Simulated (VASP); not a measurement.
# ZnO (P6_3mc) in VASP: further runs

ZnO is run at these levels: PBEsol; tasks: single point.

Everything below comes from runs of VASP 6.6.1. Logs are shortened: lines on timing, memory, paths and dates and some standing lists are left out, and cuts for length are marked.

**1. The cell of the first run**

The structure is hexagonal, space group P6_3mc (No. 186). Conventional cell: a = 3.249 Å, b = 3.249 Å, c = 5.074 Å, α = 90.00°, β = 90.00°, γ = 120.00°. Within 2.6 Å of Zn (site symmetry 3m) lie 4 O at 1.94 to 1.97 Å. Within 2.6 Å of O (site symmetry 3m) lie 4 Zn at 1.94 to 1.97 Å.

**2. Single point, PBEsol (strain +0.000 along x and y, -0.025 along z)**

INCAR reads:

```
ALGO = Normal
EDIFF = 1E-6
ENCUT = 520
GGA = PS
ISIF = 2
ISMEAR = 0
LASPH = True
LCHARG = True
LELF = True
LREAL = False
LVHAR = True
LWAVE = False
NBANDS = 26
NELM = 80
PREC = Accurate
SIGMA = 0.05
```

KPOINTS reads:

```
k-points
0
Gamma
  9 9 6
```

POSCAR reads:

```
ZnO
1.0
    3.2493987239      0.0000000000      0.0000000000
   -1.6246993619      2.8140618419      0.0000000000
    0.0000000000      0.0000000000      5.0737050000
Zn O
2 2
Direct
    0.3333333333      0.6666666667      0.0000000000
    0.6666666667      0.3333333333      0.5000000000
    0.3333333333      0.6666666667      0.3821000000
    0.6666666667      0.3333333333      0.8821000000
```

Potentials or basis: VASP PAW PBE potentials, release 64 (Zn, O).

On the command line:

```
$ cat potpaw_PBE.64/Zn/POTCAR potpaw_PBE.64/O/POTCAR > POTCAR
$ mpirun -np 1 vasp_std > vasp.out
```

OUTCAR:

```text
EDIFF = 1E-6
   ENCUT = 520
   GGA = PS
   ISIF = 2
   ISMEAR = 0
   LASPH = True
   LREAL = False
   NELM = 80
   PREC = Accurate

 ion  position               nearest neighbor table
   1  0.333  0.667  0.000-   3 1.94   4 1.97   4 1.97   4 1.97
   2  0.667  0.333  0.500-   4 1.94   3 1.97   3 1.97   3 1.97
   3  0.333  0.667  0.382-   1 1.94   2 1.97   2 1.97   2 1.97
   4  0.667  0.333  0.882-   2 1.94   1 1.97   1 1.97   1 1.97

  LATTYP: Found a hexagonal cell.
 ALAT       =     3.2493987239
 C/A-ratio  =     1.5614288769

  Lattice vectors:

 A1 = (   3.2493987239,   0.0000000000,   0.0000000000)
 A2 = (  -1.6246993619,   2.8140618419,   0.0000000000)
 A3 = (   0.0000000000,   0.0000000000,   5.0737050000)

Analysis of symmetry for initial positions (statically):
=====================================================================
 Subroutine PRICEL returns:
 Original cell was already a primitive cell.

 Routine SETGRP: Setting up the symmetry group for a
 hexagonal supercell.

 Subroutine GETGRP returns: Found 12 space group operations
 (whereof  6 operations were pure point group operations)
 out of a pool of 24 trial point group operations.

The static configuration has the point symmetry C_3v.
 The point group associated with its full space group is C_6v.

Analysis of symmetry for dynamics (positions and initial velocities):
=====================================================================
 Subroutine PRICEL returns:
 Original cell was already a primitive cell.

 Routine SETGRP: Setting up the symmetry group for a
 hexagonal supercell.

 Subroutine GETGRP returns: Found 12 space group operations
 (whereof  6 operations were pure point group operations)
 out of a pool of 24 trial point group operations.

The dynamic configuration has the point symmetry C_3v.
 The point group associated with its full space group is C_6v.

 Subroutine INISYM returns: Found 12 space group operations
 (whereof  6 operations are pure point group operations),
 and found     1 'primitive' translations

----------------------------------------------------------------------------------------

                                     Primitive cell

  volume of cell :      46.3940

  direct lattice vectors                    reciprocal lattice vectors
[... 82 lines left out ...]
   PREC   = accura    normal or accurate (medium, high low for compatibility)
   ISTART =      0    job   : 0-new  1-cont  2-samecut
   ICHARG =      2    charge: 1-file 2-atom 10-const
   ISPIN  =      1    spin polarized calculation?
   LNONCOLLINEAR =      F non collinear calculations
   LSORBIT =      F    spin-orbit coupling
   LASPH  =      T    aspherical Exc in radial PAW
   ENCUT  =  520.0 eV  38.22 Ry    6.18 a.u.   6.04  6.04  9.43*2*pi/ulx,y,z
   NELM   =     80;   NELMIN=  2; NELMDL= -5     # of ELM steps
   EDIFF  = 0.1E-05   stopping-criterion for ELM
   LREAL  =      F    real-space projection
   EDIFFG = 0.1E-04   stopping-criterion for IOM
   NSW    =      0    number of steps for IOM
   IBRION =     -1    ionic relax: 0-MD 1-quasi-New 2-CG
   NFREE  =      0    steps in history (QN), initial steepest desc. (CG)
   ISIF   =      2    stress and relaxation
   ISYM   =      2    0-nonsym 1-usesym 2-fastsym
   POTIM  = 0.5000    time-step for ionic-motion
   TEBEG  =    0.0;   TEEND  =   0.0 temperature during run
   PSTRESS=    0.0 pullay stress
   NELECT =      36.0000    total number of electrons
   NUPDOWN=      -1.0000    fix difference up-down
   EMIN   =  10.00;   EMAX   =-10.00  energy-range for DOS
   EFERMI =   0.00;   METHOD = LEGACY
   ISMEAR =     0;   SIGMA  =   0.05  broadening in eV -4-tet -1-fermi 0-gaus
   EFERMI_NEDOS =   21; number of points for ismear=-14 and -15
   IALGO  =     38    algorithm
   IMIX   =      4    mixing-type and parameters
     AMIX     =   0.40;   BMIX     =  1.00
     AMIX_MAG =   1.60;   BMIX_MAG =  1.00
  volume/ion in A,a.u.               =      11.60        78.27
  Fermi-wavevector in a.u.,A,eV,Ry     =   1.504371  2.842850 30.791795  2.263133
  Thomas-Fermi vector in A             =   2.615360
   LORBIT       =      0    0 simple, 1 ext, 2 COOP (PROOUT), +10 PAW based schemes
   GGA     = PS    functional components
   LHFCALC =     F    Hartree Fock is set to
   AEXX    =    0.0000 exact exchange contribution
   IVDW    =     0    specifies the selected vdW correction
   LEPSILON=     F    determine dielectric tensor
   LRPA    =     F    only Hartree local field effects (RPA)
 non-spin polarized calculation
 Gauss-broadening in eV      SIGMA  =   0.05
  energy-cutoff  :      520.00
  volume of cell :       46.39
 maximum number of plane-waves:      1272
   NGX = 13   NGY = 13   NGZ = 19

 number of electron      36.0000057 magnetization

 Free energy of the ion-electron system (eV)
  ---------------------------------------------------
  ext. energy  EPLUGINS =         0.00000000
  ---------------------------------------------------
  free energy    TOTEN  =       -19.38248125 eV

  energy without entropy =      -19.38248125  energy(sigma->0) =      -19.38248125

 E-fermi :   1.4761     XC(G=0): -11.3226

 val. band max:        1.2620112630   @ k =   0.0000   0.0000   0.0000
 cond. band min:       2.0137112340   @ k =   0.0000   0.0000   0.0000
 fundamental gap:      0.7516999710
 Fermi energy:         1.4760862848

 k-point     1 :       0.0000    0.0000    0.0000
  band No.  band energies     occupation
      1     -16.9678      2.00000
      2     -16.1336      2.00000
      3      -4.5521      2.00000
      4      -4.5508      2.00000
      5      -4.5508      2.00000
      6      -4.4708      2.00000
[... 685 lines left out ...]
     25      14.5951      0.00000
     26      15.7332      0.00000

 [... further k-points ...]
[... 5 lines left out ...]
  --------------------------------------------------------------------------------------
  -------------------------------------------------------------------------------------
  Total        0.2616012      0.2616012      2.1794343      0.0000000      0.0000000      0.0000000
  in kB        9.0341734      9.0341734     75.2649017      0.0000000      0.0000000      0.0000000
  external PRESSURE =      31.1110829 kB  Pullay stress =       0.0000000 kB

 VOLUME and BASIS-vectors are now :
 -----------------------------------------------------------------------------
  energy-cutoff  :      520.00
  volume of cell :       46.39
      direct lattice vectors                 reciprocal lattice vectors
     3.249398724  0.000000000  0.000000000     0.307749244  0.177679109  0.000000000
    -1.624699362  2.814061842  0.000000000     0.000000000  0.355358217  0.000000000
     0.000000000  0.000000000  5.073705000     0.000000000  0.000000000  0.197094628

 POSITION                                       TOTAL-FORCE (eV/Angst)
 -----------------------------------------------------------------------------------
     -0.00000      1.87604      0.00000         0.000000      0.000000     -0.237531
      1.62470      0.93802      2.53685        -0.000000      0.000000     -0.237531
     -0.00000      1.87604      1.93866        -0.000000      0.000000      0.237531
      1.62470      0.93802      4.47552         0.000000     -0.000000      0.237531
 -----------------------------------------------------------------------------------
    total drift:                                0.000000      0.000000      0.000962

  FREE ENERGIE OF THE ION-ELECTRON SYSTEM (eV)
  ---------------------------------------------------
  free  energy   TOTEN  =       -19.3824812494 eV

  energy  without entropy=      -19.3824812494  energy(sigma->0) =      -19.38248125
```

OSZICAR:

```text
N       E                     dE             d eps       ncg     rms          rms(c)
DAV:   1     0.291201691775E+03    0.29120E+03   -0.18274E+04  2544   0.204E+03
DAV:   2     0.851929332618E+01   -0.28268E+03   -0.26528E+03  2662   0.410E+02
DAV:   3    -0.216189402881E+02   -0.30138E+02   -0.29767E+02  2786   0.137E+02
DAV:   4    -0.221863982216E+02   -0.56746E+00   -0.56633E+00  2734   0.191E+01
DAV:   5    -0.221892304979E+02   -0.28323E-02   -0.28321E-02  2712   0.140E+00    0.146E+01
DAV:   6    -0.192486998326E+02    0.29405E+01   -0.54817E+00  3824   0.598E+01    0.944E+00
DAV:   7    -0.194309944300E+02   -0.18229E+00   -0.26549E+00  2582   0.158E+01    0.561E+00
DAV:   8    -0.194315581020E+02   -0.56367E-03   -0.49660E-01  3666   0.740E+00    0.163E+00
DAV:   9    -0.193802331156E+02    0.51325E-01   -0.95682E-02  3676   0.618E+00    0.343E-01
DAV:  10    -0.193824490489E+02   -0.22159E-02   -0.38667E-02  2528   0.134E+00    0.115E-01
DAV:  11    -0.193824513724E+02   -0.23235E-05   -0.63434E-04  2710   0.261E-01    0.259E-02
DAV:  12    -0.193824819289E+02   -0.30557E-04   -0.29603E-05  2742   0.759E-02    0.175E-02
DAV:  13    -0.193824812494E+02    0.67954E-06   -0.84365E-06  2928   0.776E-02
   1 F= -.19382481E+02 E0= -.19382481E+02  d E =-.126936E-11
```

stdout:

```text
POSCAR found type information on POSCAR ZnO
 POSCAR found :  2 types and       4 ions
 scaLAPACK will be used
 -----------------------------------------------------------------------------
|                                                                             |
|                                                                             |
|     You enforced a specific xc type in the INCAR file but a different       |
|     I HOPE YOU KNOW WHAT YOU ARE DOING!                                     |
|                                                                             |
 -----------------------------------------------------------------------------

 LDA part: xc-table for (Slater+PW92), standard interpolation
 POSCAR, INCAR and KPOINTS ok, starting setup
 FFT: planning ... GRIDC
 FFT: planning ... GRID_SOFT
 FFT: planning ... GRID
 WAVECAR not read
 entering main loop
```

It took 18 s on 1 thread of Intel Xeon 6975P-C (Granite Rapids), shared host; peak memory 0.18 GiB.

Results:

```yaml
Free_energy: -19.3825 eV
Pressure: 3.1 GPa
Largest_force: 0.238 eV/Å
Band_gap_on_the_k_mesh: 0.75 eV, direct
```

Forces on the atoms (eV/Å):
```
Zn   0.000  0.000 -0.238
Zn   0.000  0.000 -0.238
O    0.000  0.000  0.238
O    0.000  0.000  0.238
```

Caveat: the cell differs from its parent crystal (strain +0.000 along x and y, -0.025 along z); the PAW data sets were made with another functional, which shifts forces and pressure a little.

**3. Single point, PBEsol (strain -0.025 along x and y, +0.050 along z)**

INCAR reads:

```
SYSTEM = ZnO
PREC = Accurate
ENCUT = 520
EDIFF = 1E-6
ISMEAR = 0
SIGMA = 0.05
LREAL = .FALSE.
LASPH = .TRUE.
NELM = 60
ALGO = Normal
ISIF = 2
LWAVE = .FALSE.
LCHARG = .FALSE.
GGA = PS
NBANDS = 26
```

KPOINTS reads:

```
Automatic mesh
0
G
  9 9 6
  0 0 0
```

POSCAR reads:

```
ZnO
1.0
    3.1681637558      0.0000000000      0.0000000000
   -1.5840818779      2.7437102959      0.0000000000
    0.0000000000      0.0000000000      5.4639900000
Zn O
2 2
Direct
    0.3333333333      0.6666666667      0.0000000000
    0.6666666667      0.3333333333      0.5000000000
    0.3333333333      0.6666666667      0.3821000000
    0.6666666667      0.3333333333      0.8821000000
```

Potentials or basis: VASP PAW PBE potentials, release 64 (Zn, O).

On the command line:

```
$ cat potpaw_PBE.64/Zn/POTCAR potpaw_PBE.64/O/POTCAR > POTCAR
$ mpirun -np 1 vasp_std > vasp.out
```

Run time: 20 s. Hardware: 1 thread of Intel Xeon 6975P-C (Granite Rapids), shared host; peak memory 0.19 GiB.

Results (log left out):

```yaml
Free_energy: -19.3009 eV
Pressure: 1.1 GPa
Largest_force: 0.522 eV/Å
Band_gap_on_the_k_mesh: 0.56 eV, direct
```

Forces on the atoms (eV/Å):
```
Zn   0.000  0.000  0.522
Zn   0.000  0.000  0.522
O    0.000  0.000 -0.522
O    0.000  0.000 -0.522
```

Stress tensor (GPa, compression positive):
```
 6.11  0.00  0.00
 0.00  6.11  0.00
 0.00  0.00 -8.87
```

Levels at points of the mesh, in eV from the valence-band top:
```tsv
k point	band 14	band 15	band 16	band 17	band 18	band 19	band 20	band 21	band 22	band 23
(0.00, 0.00, 0.00)	-0.63	-0.63	-0.32	0.00	0.00	0.56	5.23	7.42	12.56	13.33
(0.00, 0.00, 0.50)	-2.52	-0.31	-0.31	-0.31	-0.31	3.21	3.21	9.38	9.38	13.63
```

Caveat: the cell differs from its parent crystal (strain -0.025 along x and y, +0.050 along z); the PAW data sets were made with another functional, which shifts forces and pressure a little.

**4. Single point, PBEsol (strain +0.025 along x and y, -0.050 along z)**

INCAR is that of step 3.

KPOINTS is that of step 3.

POSCAR reads:

```
ZnO
1.0
    3.3306336920      0.0000000000      0.0000000000
   -1.6653168460      2.8844133880      0.0000000000
    0.0000000000      0.0000000000      4.9436100000
Zn O
2 2
Direct
    0.3333333333      0.6666666667      0.0000000000
    0.6666666667      0.3333333333      0.5000000000
    0.3333333333      0.6666666667      0.3821000000
    0.6666666667      0.3333333333      0.8821000000
```

On the command line:

```
$ cat potpaw_PBE.64/Zn/POTCAR potpaw_PBE.64/O/POTCAR > POTCAR
$ mpirun -np 1 vasp_std > vasp.out
```

Run time: 24 s. Hardware: 1 thread of Intel Xeon 6975P-C (Granite Rapids), shared host; peak memory 0.2 GiB.

The run converged. Its results:

* Free energy: -19.2704 eV
* Pressure: 0.8 GPa
* Largest force: 0.835 eV/Å
* Band gap on the k mesh: 0.71 eV, direct

Forces on the atoms (eV/Å):
```
Zn   0.000  0.000 -0.835
Zn   0.000  0.000 -0.835
O    0.000  0.000  0.835
O    0.000  0.000  0.835
```

Stress tensor (GPa, compression positive):
```
-5.47  0.00  0.00
 0.00 -5.47  0.00
 0.00  0.00 13.39
```

Levels at points of the mesh, in eV from the valence-band top:
```csv
k point,band 14,band 15,band 16,band 17,band 18,band 19,band 20,band 21,band 22,band 23
"(0.00, 0.00, 0.00)",-1.04,-1.04,-0.05,-0.05,0.00,0.71,4.88,8.87,12.09,12.09
"(0.00, 0.00, 0.50)",-2.06,-0.53,-0.53,-0.53,-0.53,3.48,3.48,10.62,10.62,12.35
```

Caveat: the cell differs from its parent crystal (strain +0.025 along x and y, -0.050 along z); the PAW data sets were made with another functional, which shifts forces and pressure a little.

**5. Overview**

```tsv
cell	gap on the mesh (eV)	pressure (GPa)	largest force (eV/Å)
a = 3.249, b = 3.249, c = 5.074 Å, angles 90.0, 90.0, 120.0°, 4 atoms	0.75	3.1	0.24
a = 3.168, b = 3.168, c = 5.464 Å, angles 90.0, 90.0, 120.0°, 4 atoms	0.56	1.1	0.52
a = 3.331, b = 3.331, c = 4.944 Å, angles 90.0, 90.0, 120.0°, 4 atoms	0.71	0.8	0.83
```

Alike in all rows: task single point; level PBEsol; potentials or basis VASP PAW PBE potentials, release 64 (Zn, O); no spin polarisation; k mesh 9 × 9 × 6; cutoff (eV) 520; smearing gaussian 0.05 eV.

Caveats: the PAW data sets were made with another functional, which shifts forces and pressure a little.

Absolute energies hang on the potentials; compare differences alone.
